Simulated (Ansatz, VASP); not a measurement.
**KCl: VASP beside Ansatz**

File POSCAR:

```
KCl
1.0
    0.0000000000      3.1448482400      3.1448482400
    3.0454710356      0.0000000000      3.1448482400
    3.0454710356      3.1448482400      0.0000000000
K Cl
1 1
Direct
    0.0000000000      0.0000000000      0.0000000000
    0.5000000000      0.5000000000      0.5000000000
```

INCAR.step1

```
SYSTEM = KCl
PREC     = Accurate       ! precision mode
ENCUT    = 520            ! plane-wave cutoff, eV
EDIFF    = 1E-5           ! SCF threshold, eV
ISMEAR   = 0              ! smearing method
SIGMA    = 0.01           ! smearing width, eV
LREAL    = .False.        ! projectors in reciprocal space
LASPH    = .True.         ! aspherical terms in the spheres
NELM     = 100            ! most SCF steps
ALGO     = Normal         ! electronic algorithm
ISIF     = 2              ! what is computed and relaxed
LWAVE    = .True.         ! write WAVECAR
LCHARG   = .False.        ! write CHGCAR
NBANDS   = 15             ! bands
GGA      = PE             ! functional
KPAR     = 4
```

Contents of INCAR.step2:

```
SYSTEM = KCl
PREC     = Accurate       ! precision mode
ENCUT    = 520            ! plane-wave cutoff, eV
EDIFF    = 1E-6           ! SCF threshold, eV
ISMEAR   = 0              ! smearing method
SIGMA    = 0.01           ! smearing width, eV
LREAL    = .False.        ! projectors in reciprocal space
LASPH    = .True.         ! aspherical terms in the spheres
NELM     = 100            ! most SCF steps
ALGO     = Normal         ! electronic algorithm
ISIF     = 2              ! what is computed and relaxed
LWAVE    = .False.        ! write WAVECAR
LCHARG   = .False.        ! write CHGCAR
GGA      = PE             ! functional
LHFCALC  = .True.         ! exact exchange
HFSCREEN = 0.2079         ! screening, 1/A
PRECFOCK = Normal       
NBANDS   = 15             ! bands
ISTART   = 1            
KPAR     = 4
```

KPOINTS

```
Automatic mesh
0
Gamma
  6 6 6
  0 0 0
```

Input for Ansatz:

```yaml
crystal:
  lattice:
    - [0.0, 3.14484824, 3.14484824]
    - [3.0454710356, 0.0, 3.14484824]
    - [3.0454710356, 3.14484824, 0.0]
  atoms:
    - { symbol: K, position: [0.0, 0.0, 0.0] }
    - { symbol: Cl, position: [0.5, 0.5, 0.5] }
kpoints:
  mp_grid: { grid: [6, 6, 6] }
  band_path:
    path:
      - [0.0, 0.0, 0.0]
      - [0.5, 0.0, 0.5]
      - [0.625, 0.25, 0.625]
      - [0.375, 0.375, 0.75]
      - [0.5, 0.5, 0.5]
      - [0.5, 0.25, 0.75]
    npoints: 1
hamiltonian:
  xc: hse06
scf:
  occupations: { method: fixed }
  n_extra_bands: 4
output:
  forces: true
  stress: true
  eigenvalues: true
```

Change from the starting cell: uniaxial_x strain -3.2%.

Alike in both runs: task single point; functional HSE06; k mesh 6 × 6 × 6; no spin polarisation.

```csv
,VASP,Ansatz
version,VASP 6.6.1,Ansatz 0.2.0
potentials or method,"VASP PAW PBE potentials, release 64 (K_sv, Cl)","plane waves, PAW"
plane-wave cutoff (eV),520,420
occupations,"gaussian, width 0.01 eV",fixed
valence electrons in the cell,16,16
```

Ansatz gave:

| Item | Value |
| --- | --- |
| gap on the k mesh at the Fermi level (eV) | 6.60 |
| pressure (GPa) | 1.2 |
| traceless stress, the component that is largest in VASP (GPa) | 1.02 |

**Question.** Which values does VASP return?

**Answer.** gap on the k mesh at the Fermi level (eV): 6.60; pressure (GPa): 1.3; traceless stress, the component that is largest in VASP (GPa): 1.04.

Ansatz's warnings: stress exchange threshold loose, stress scf threshold loose.
